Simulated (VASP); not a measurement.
# K3Pb (Fm-3m) in VASP: further runs, part 2 of 2

VASP 6.6.1.

## Step 5: Single point, PBE

This run uses another cell than the first one, of 46.22 Å³/atom.

The input, INCAR:

```
PREC = Accurate ; ENCUT = 520
EDIFF = 1E-7 ; ISMEAR = 0
SIGMA = 0.1 ; LREAL = False
LASPH = True ; NELM = 100
ALGO = Fast ; ISIF = 2
LWAVE = False ; LCHARG = False
GGA = PE ; NBANDS = 28
```

The input, KPOINTS:

```
Automatic mesh
0
Gamma
  10 10 10
```

The input, POSCAR:

```
K3Pb
1.0
    0.0000000000      4.5215115793      4.5215115793
    4.5215115793      0.0000000000      4.5215115793
    4.5215115793      4.5215115793      0.0000000000
K Pb
3 1
Direct
    0.2500000000      0.2500000000      0.2500000000
    0.5000000000      0.5000000000      0.5000000000
    0.7500000000      0.7500000000      0.7500000000
    0.0000000000      0.0000000000      0.0000000000
```

Potentials or basis: VASP PAW PBE potentials, release 64 (K_sv, Pb_d).

Launch:

```bash
$ cat potpaw_PBE.64/K_sv/POTCAR potpaw_PBE.64/Pb_d/POTCAR > POTCAR
$ mpirun -np 1 vasp_std > vasp.out
```

OUTCAR:

```text
PREC = Accurate
   ENCUT = 520
   EDIFF = 1E-7
   ISMEAR = 0
   LREAL = False
   LASPH = True
   NELM = 100
   ISIF = 2
   GGA = PE

 ion  position               nearest neighbor table
   1  0.250  0.250  0.250-   4 3.92   4 3.92   4 3.92   4 3.92
   2  0.500  0.500  0.500-
   3  0.750  0.750  0.750-   4 3.92   4 3.92   4 3.92   4 3.92
   4  0.000  0.000  0.000-   3 3.92   3 3.92   3 3.92   1 3.92   3 3.92   1 3.92   1 3.92   1 3.92

  LATTYP: Found a face centered cubic cell.
 ALAT       =     9.0430231586

  Lattice vectors:

 A1 = (   0.0000000000,   4.5215115793,   4.5215115793)
 A2 = (   4.5215115793,   0.0000000000,   4.5215115793)
 A3 = (   4.5215115793,   4.5215115793,   0.0000000000)

Analysis of symmetry for initial positions (statically):
=====================================================================
 Subroutine PRICEL returns:
 Original cell was already a primitive cell.

 Routine SETGRP: Setting up the symmetry group for a
 face centered cubic supercell.

 Subroutine GETGRP returns: Found 48 space group operations
 (whereof 48 operations were pure point group operations)
 out of a pool of 48 trial point group operations.
[... 162 lines left out ...]
  ext. energy  EPLUGINS =         0.00000000
  ---------------------------------------------------
  free energy    TOTEN  =        -6.86272535 eV

  energy without entropy =       -6.81529042  energy(sigma->0) =       -6.83900788

 E-fermi :   1.1487     XC(G=0):  -7.1732

 val. band max:        1.1458667910   @ k =   0.3000   0.1000   0.0000
 cond. band min:       1.1507608155   @ k =   0.5000   0.1000   0.0000
 fundamental gap:      0.0048940245
 Fermi energy:         1.1486764181

 k-point     1 :       0.0000    0.0000    0.0000
  band No.  band energies     occupation
      1     -30.7490      2.00000
      2     -30.0749      2.00000
      3     -30.0686      2.00000
      4     -14.9319      2.00000
      5     -14.9319      2.00000
      6     -14.9319      2.00000
[... 733 lines left out ...]
     27       4.9731      0.00000
     28       5.3501      0.00000

 [... further k-points ...]
[... 5 lines left out ...]
  --------------------------------------------------------------------------------------
  -------------------------------------------------------------------------------------
  Total        0.0331934      0.0331934      0.0331934      0.0000000      0.0000000     -0.0000000
  in kB        0.2876616      0.2876616      0.2876616      0.0000000      0.0000000     -0.0000000
  external PRESSURE =       0.2876616 kB  Pullay stress =       0.0000000 kB

 VOLUME and BASIS-vectors are now :
 -----------------------------------------------------------------------------
  energy-cutoff  :      520.00
  volume of cell :      184.88
      direct lattice vectors                 reciprocal lattice vectors
     0.000000000  4.521511579  4.521511579    -0.110582488  0.110582488  0.110582488
     4.521511579  0.000000000  4.521511579     0.110582488 -0.110582488  0.110582488
     4.521511579  4.521511579  0.000000000     0.110582488  0.110582488 -0.110582488

 POSITION                                       TOTAL-FORCE (eV/Angst)
 -----------------------------------------------------------------------------------
      2.26076      2.26076      2.26076        -0.000000     -0.000000      0.000000
      4.52151      4.52151      4.52151         0.000000      0.000000      0.000000
      6.78227      6.78227      6.78227         0.000000      0.000000     -0.000000
      0.00000      0.00000      0.00000         0.000000      0.000000      0.000000
 -----------------------------------------------------------------------------------
    total drift:                               -0.000000     -0.000000     -0.000000

  FREE ENERGIE OF THE ION-ELECTRON SYSTEM (eV)
  ---------------------------------------------------
  free  energy   TOTEN  =        -6.8627253473 eV

  energy  without entropy=       -6.8152904181  energy(sigma->0) =       -6.83900788
```

Run time: 22 min. Hardware: 1 thread of Oxide Virtual Turin-like, shared host; peak memory 0.42 GiB.

What came out:

```
Free energy            : -6.8627 eV
Pressure               : 0.0 GPa
Band gap on the k mesh : zero (an odd number of electrons rules out a gap without spin polarisation)
```

Caveat: spin-orbit coupling is left out, which moves the levels of the heavy elements.

## Step 6: Relaxation of cell and atoms, PBE

This run uses another cell than the first one, of 46.22 Å³/atom.

The input, INCAR:

```
PREC = Accurate
ENCUT = 600
EDIFF = 1E-6
ISMEAR = 0
SIGMA = 0.1
LREAL = False
LASPH = True
NELM = 80
ALGO = Fast
ISIF = 3
LWAVE = False
LCHARG = False
GGA = PE
IBRION = 2
NSW = 100
EDIFFG = -0.01
```

KPOINTS is that of step 5.

POSCAR is that of step 5.

Potentials or basis: VASP PAW PBE potentials, release 64 (K_sv, Pb_d).

Launch:

```bash
$ cat potpaw_PBE.64/K_sv/POTCAR potpaw_PBE.64/Pb_d/POTCAR > POTCAR
$ mpirun -np 1 vasp_std > vasp.out
```

Wall time 33 min (1 thread of Oxide Virtual Turin-like, shared host); peak memory 0.54 GiB.

It converged, with:

| Quantity | Value |
| --- | --- |
| Free energy | -6.8636 eV |
| Relaxed volume | 46.37 Å³/atom |
| Relaxed cell | a = 6.401 Å, b = 6.401 Å, c = 6.401 Å, α = 60.00°, β = 60.00°, γ = 60.00° |
| Space group after relaxing (to 0.1 Å) | Fm-3m (No. 225) |
| Energy gained by relaxing | 0.0 meV/atom |
| Ionic steps | 2 |
| Pressure after relaxing | 0.0 GPa |
| Band gap on the k mesh | zero (an odd number of electrons rules out a gap without spin polarisation) |

Step by step:
```tsv
step	energy change (eV)	largest force (eV/Å)	pressure (GPa)	volume (Å³)
1	0.0000	0.0000	0.08	184.88
2	-0.0001	0.0000	0.02	185.47
```

Final structure:
```yaml
crystal:
  lattice:
    - [0.00000, 4.52638, 4.52638]
    - [4.52638, 0.00000, 4.52638]
    - [4.52638, 4.52638, 0.00000]
  atoms:
    - { symbol: K, position: [0.25000, 0.25000, 0.25000] }
    - { symbol: K, position: [0.50000, 0.50000, 0.50000] }
    - { symbol: K, position: [0.75000, 0.75000, 0.75000] }
    - { symbol: Pb, position: [0.00000, 0.00000, 0.00000] }
```

Levels at points of the mesh, in eV from the Fermi level:
| k point | band 17 | band 18 | band 19 | band 20 | band 21 | band 22 | band 23 | band 24 |
| --- | --- | --- | --- | --- | --- | --- | --- | --- |
| (0.00, 0.00, 0.00) | -14.70 | -7.53 | -0.26 | 0.14 | 0.14 | 0.14 | 2.48 | 2.48 |
| (0.50, 0.00, 0.00) | -14.71 | -7.42 | -1.39 | 0.01 | 0.01 | 1.36 | 2.64 | 2.64 |
| (0.50, 0.50, 0.00) | -14.70 | -7.40 | -1.17 | -0.07 | -0.07 | 0.75 | 1.52 | 3.50 |

Caveat: spin-orbit coupling is left out, which moves the levels of the heavy elements.

## Step 7: Overview

| task | cell | k mesh | cutoff (eV) | gap on the mesh (eV) | pressure (GPa) | relaxed volume (Å³/atom) |
| --- | --- | --- | --- | --- | --- | --- |
| single point | a = 6.169 Å, angles 60.0°, 4 atoms | 4 × 4 × 4 | 520 | none | 1.1 | - |
| single point | a = 6.394 Å, angles 60.0°, 4 atoms | 4 × 4 × 4 | 520 | none | 0.0 | - |
| relaxation of cell and atoms | relaxed from a = 6.169 Å, angles 60.0°, 4 atoms | 4 × 4 × 4 | 600 | none | -0.1 | 46.98 |
| single point | a = 6.394 Å, angles 60.0°, 4 atoms | 10 × 10 × 10 | 520 | none | 0.0 | - |
| relaxation of cell and atoms | relaxed from a = 6.394 Å, angles 60.0°, 4 atoms | 10 × 10 × 10 | 600 | none | 0.0 | 46.37 |

Alike in all rows: level PBE; potentials or basis VASP PAW PBE potentials, release 64 (K_sv, Pb_d); no spin polarisation; smearing gaussian 0.1 eV.

Caveats: spin-orbit coupling is left out, which moves the levels of the heavy elements.

Absolute energies hang on the potentials; compare differences alone.

The gap in the log of VASP goes by the Fermi energy; the results here count the filled bands.